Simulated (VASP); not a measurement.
# KBr (Fm-3m) in VASP: notebook

Runs on KBr. Level: LDA. Tasks: single point.

Program: VASP 6.6.1. These are calculated values, not measurements. Logs are shortened: lines on timing, memory, paths and dates and some standing lists are left out, and cuts for length are marked.

### Step 1. The cell of the first run

The structure is cubic, space group Fm-3m (No. 225). The conventional cell has a = 6.600 Å, b = 6.600 Å, c = 6.600 Å, α = 90.00°, β = 90.00°, γ = 90.00°. K (site symmetry m-3m) has 6 Br at 3.30 Å within 4.3 Å. Within 4.3 Å of Br (site symmetry m-3m) lie 6 K at 3.30 Å.

### Step 2. Single point, LDA

The input, INCAR:

```
SYSTEM = KBr
ALGO = Normal
EDIFF = 1E-6
ENCUT = 500
GGA_COMPAT = .False.
ISIF = 2
ISMEAR = 0
LASPH = .True.
LCHARG = .False.
LREAL = .False.
LWAVE = .False.
NBANDS = 15
NELM = 120
PREC = Accurate
SIGMA = 0.01
```

The input, KPOINTS:

```
k-points
0
Gamma
  2 2 2
  0 0 0
```

The input, POSCAR:

```
KBr
1.0
    0.0000000000      3.3000000000      3.3000000000
    3.3000000000      0.0000000000      3.3000000000
    3.3000000000      3.3000000000      0.0000000000
K Br
1 1
Direct
    0.0000000000      0.0000000000      0.0000000000
    0.5000000000      0.5000000000      0.5000000000
```

Potentials or basis: VASP PAW LDA potentials, release 64 (K_sv, Br).

Launch:

```
$ cat potpaw_LDA.64/K_sv/POTCAR potpaw_LDA.64/Br/POTCAR > POTCAR
$ mpirun -np 1 vasp_std > vasp.out
```

OUTCAR:

```text
SYSTEM = KBr
   EDIFF = 1E-6
   ENCUT = 500
   ISIF = 2
   ISMEAR = 0
   LASPH = .True.
   LREAL = .False.
   NELM = 120
   PREC = Accurate

 ion  position               nearest neighbor table
   1  0.000  0.000  0.000-   2 3.30   2 3.30   2 3.30   2 3.30   2 3.30   2 3.30
   2  0.500  0.500  0.500-   1 3.30   1 3.30   1 3.30   1 3.30   1 3.30   1 3.30

  LATTYP: Found a face centered cubic cell.
 ALAT       =     6.6000000000

  Lattice vectors:

 A1 = (   0.0000000000,   3.3000000000,   3.3000000000)
 A2 = (   3.3000000000,   0.0000000000,   3.3000000000)
 A3 = (   3.3000000000,   3.3000000000,   0.0000000000)

Analysis of symmetry for initial positions (statically):
=====================================================================
 Subroutine PRICEL returns:
 Original cell was already a primitive cell.

 Routine SETGRP: Setting up the symmetry group for a
 face centered cubic supercell.

 Subroutine GETGRP returns: Found 48 space group operations
 (whereof 48 operations were pure point group operations)
 out of a pool of 48 trial point group operations.

The static configuration has the point symmetry O_h .

Analysis of symmetry for dynamics (positions and initial velocities):
=====================================================================
 Subroutine PRICEL returns:
 Original cell was already a primitive cell.

 Routine SETGRP: Setting up the symmetry group for a
 face centered cubic supercell.

 Subroutine GETGRP returns: Found 48 space group operations
 (whereof 48 operations were pure point group operations)
 out of a pool of 48 trial point group operations.

The dynamic configuration has the point symmetry O_h .

 Subroutine INISYM returns: Found 48 space group operations
 (whereof 48 operations are pure point group operations),
 and found     1 'primitive' translations

----------------------------------------------------------------------------------------

                                     Primitive cell

  volume of cell :      71.8740

  direct lattice vectors                    reciprocal lattice vectors
     0.000000000  3.300000000  3.300000000    -0.151515152  0.151515152  0.151515152
     3.300000000  0.000000000  3.300000000     0.151515152 -0.151515152  0.151515152
     3.300000000  3.300000000  0.000000000     0.151515152  0.151515152 -0.151515152

  length of vectors
     4.666904756  4.666904756  4.666904756     0.262431941  0.262431941  0.262431941

[... 68 lines left out ...]
   PSTRESS=    0.0 pullay stress
   NELECT =      16.0000    total number of electrons
   NUPDOWN=      -1.0000    fix difference up-down
   EMIN   =  10.00;   EMAX   =-10.00  energy-range for DOS
   EFERMI =   0.00;   METHOD = LEGACY
   ISMEAR =     0;   SIGMA  =   0.01  broadening in eV -4-tet -1-fermi 0-gaus
   EFERMI_NEDOS =   21; number of points for ismear=-14 and -15
   IALGO  =     38    algorithm
   IMIX   =      4    mixing-type and parameters
     AMIX     =   0.40;   BMIX     =  1.00
     AMIX_MAG =   1.60;   BMIX_MAG =  1.00
  volume/ion in A,a.u.               =      35.94       242.51
  Fermi-wavevector in a.u.,A,eV,Ry     =   0.992181  1.874950 13.393889  0.984423
  Thomas-Fermi vector in A             =   2.123975
   LORBIT       =      0    0 simple, 1 ext, 2 COOP (PROOUT), +10 PAW based schemes
   GGA     = CA    functional components
   LHFCALC =     F    Hartree Fock is set to
   AEXX    =    0.0000 exact exchange contribution
   IVDW    =     0    specifies the selected vdW correction
   LEPSILON=     F    determine dielectric tensor
   LRPA    =     F    only Hartree local field effects (RPA)
 non-spin polarized calculation
 Gauss-broadening in eV      SIGMA  =   0.01
  energy-cutoff  :      500.00
  volume of cell :       71.87
 maximum number of plane-waves:      1850
 NGX is ok and might be reduce to    36
   NGX = 17   NGY = 17   NGZ = 17

 number of electron      15.9999997 magnetization

 Free energy of the ion-electron system (eV)
  ---------------------------------------------------
  ext. energy  EPLUGINS =         0.00000000
  ---------------------------------------------------
  free energy    TOTEN  =        -6.67526026 eV

  energy without entropy =       -6.67526026  energy(sigma->0) =       -6.67526026

 E-fermi :  -1.7640     XC(G=0):  -7.8625

 val. band max:       -1.8221984304   @ k =   0.0000   0.0000   0.0000
 cond. band min:       2.1526079536   @ k =   0.0000   0.0000   0.0000
 fundamental gap:      3.9748063840
 Fermi energy:        -1.7640295518

 k-point     1 :       0.0000    0.0000    0.0000
  band No.  band energies     occupation
      1     -29.3525      2.00000
      2     -14.1249      2.00000
      3     -13.0651      2.00000
      4     -13.0651      2.00000
      5     -13.0651      2.00000
      6      -1.8222      2.00000
      7      -1.8222      2.00000
      8      -1.8222      2.00000
      9       2.1526      0.00000
     10       5.4420      0.00000
     11       5.4420      0.00000
     12       5.4420      0.00000
     13       6.3117      0.00000
     14       6.3117      0.00000
[... 23 lines left out ...]
      2     -14.0224      2.00000
      3     -13.1637      2.00000
      4     -13.1041      2.00000
      5     -13.1041      2.00000
      6      -2.6917      2.00000
      7      -2.1257      2.00000
      8      -2.1257      2.00000
      9       3.6603      0.00000
     10       4.9632      0.00000
     11       7.2810      0.00000
     12       7.2815      0.00000
     13       7.5487      0.00000
     14       8.6661      0.00000
     15       8.6661      0.00000

------------------------ aborting loop because EDIFF is reached ----------------------------------------

  FORCE on cell =-STRESS in cart. coord.  units (eV):
  Direction    XX          YY          ZZ          XY          YZ          ZX
  --------------------------------------------------------------------------------------
  -------------------------------------------------------------------------------------
  Total       -0.4486477     -0.4486477     -0.4486477     -0.0000000     -0.0000000     -0.0000000
  in kB      -10.0010189    -10.0010189    -10.0010189     -0.0000000     -0.0000000     -0.0000000
  external PRESSURE =     -10.0010189 kB  Pullay stress =       0.0000000 kB

 VOLUME and BASIS-vectors are now :
 -----------------------------------------------------------------------------
  energy-cutoff  :      500.00
  volume of cell :       71.87
      direct lattice vectors                 reciprocal lattice vectors
     0.000000000  3.300000000  3.300000000    -0.151515152  0.151515152  0.151515152
     3.300000000  0.000000000  3.300000000     0.151515152 -0.151515152  0.151515152
     3.300000000  3.300000000  0.000000000     0.151515152  0.151515152 -0.151515152

 POSITION                                       TOTAL-FORCE (eV/Angst)
 -----------------------------------------------------------------------------------
      0.00000      0.00000      0.00000         0.000000      0.000000     -0.000000
      3.30000      3.30000      3.30000        -0.000000     -0.000000      0.000000
 -----------------------------------------------------------------------------------
    total drift:                                0.000000      0.000000      0.000000

  FREE ENERGIE OF THE ION-ELECTRON SYSTEM (eV)
  ---------------------------------------------------
  free  energy   TOTEN  =        -6.6752602609 eV

  energy  without entropy=       -6.6752602609  energy(sigma->0) =       -6.67526026
```

It took 5.1 s on 1 thread of AMD EPYC 9R14 (Zen 4), shared host; peak memory 0.13 GiB.

What came out:

```
Free energy            : -6.6753 eV
Pressure               : -1.0 GPa
Band gap on the k mesh : 3.97 eV
```

Caveat: the k points lie up to 0.82 Å⁻¹ apart.

### Step 3. Single point, LDA

The input, INCAR:

```
PREC = Accurate ; ENCUT = 500
EDIFF = 1E-6 ; ISMEAR = 0
SIGMA = 0.01 ; LREAL = False
LASPH = True ; NELM = 120
ALGO = Normal ; ISIF = 2
LWAVE = False ; LCHARG = False
NBANDS = 15 ; GGA_COMPAT = False
```

The input, KPOINTS:

```
Automatic mesh
0
Gamma
  3 3 3
```

POSCAR is that of step 2.

Potentials or basis: VASP PAW LDA potentials, release 64 (K_sv, Br).

Launch:

```
$ cat potpaw_LDA.64/K_sv/POTCAR potpaw_LDA.64/Br/POTCAR > POTCAR
$ mpirun -np 1 vasp_std > vasp.out
```

It took 6.1 s on 1 thread of AMD EPYC 9R14 (Zen 4), shared host; peak memory 0.13 GiB.

The run converged. Its results:

- Free energy: -6.7904 eV
- Pressure: -1.5 GPa
- Band gap on the k mesh: 4.03 eV

Levels at points of the mesh, in eV from the valence-band top:
| k point | band 5 | band 6 | band 7 | band 8 | band 9 | band 10 | band 11 | band 12 |
| --- | --- | --- | --- | --- | --- | --- | --- | --- |
| (0.00, 0.00, 0.00) | -11.13 | 0.00 | 0.00 | 0.00 | 4.03 | 7.34 | 7.34 | 7.34 |

Caveat: the k points lie up to 0.55 Å⁻¹ apart.

### Step 4. Single point, LDA

The input, INCAR:

```
SYSTEM = KBr
ALGO = Normal
EDIFF = 1E-6
ENCUT = 500
GGA_COMPAT = .FALSE.
ISIF = 2
ISMEAR = 0
LASPH = .TRUE.
LCHARG = .TRUE.
LELF = .TRUE.
LREAL = .FALSE.
LVHAR = .TRUE.
LWAVE = .FALSE.
NBANDS = 15
NELM = 120
PREC = Accurate
SIGMA = 0.01
```

The input, KPOINTS:

```
k-points
0
G
  4 4 4
  0 0 0
```

POSCAR is that of step 3.

Launch:

```
$ cat potpaw_LDA.64/K_sv/POTCAR potpaw_LDA.64/Br/POTCAR > POTCAR
$ mpirun -np 1 vasp_std > vasp.out
```

Wall time 9.3 s (1 thread of AMD EPYC 9R14 (Zen 4), shared host); peak memory 0.14 GiB.

The run converged. Its results:

```yaml
Free_energy: -6.7967 eV
Pressure: -1.6 GPa
Band_gap_on_the_k_mesh: 4.04 eV
```

Levels at points of the mesh, in eV from the valence-band top:
| k point | band 6 | band 7 | band 8 | band 9 | band 10 | band 11 |
| --- | --- | --- | --- | --- | --- | --- |
| (0.00, 0.00, 0.00) | 0.00 | 0.00 | 0.00 | 4.04 | 7.35 | 7.35 |
| (0.50, 0.00, 0.00) | -1.25 | -0.35 | -0.35 | 6.25 | 7.93 | 9.52 |
| (0.50, 0.50, 0.00) | -0.85 | -0.30 | -0.30 | 5.56 | 6.86 | 9.14 |

A hybrid or GW would open this gap; LDA tends to underestimate it.

### Step 5. The runs side by side

| k mesh | gap on the mesh (eV) | pressure (GPa) |
| --- | --- | --- |
| 2 × 2 × 2 | 3.97 | -1.0 |
| 3 × 3 × 3 | 4.03 | -1.5 |
| 4 × 4 × 4 | 4.04 | -1.6 |

Alike in all rows: task single point; level LDA; potentials or basis VASP PAW LDA potentials, release 64 (K_sv, Br); no spin polarisation; cell as given; cutoff (eV) 500; smearing gaussian 0.01 eV.

Caveats: some runs use coarse meshes.

Absolute energies hang on the potentials; compare differences alone.
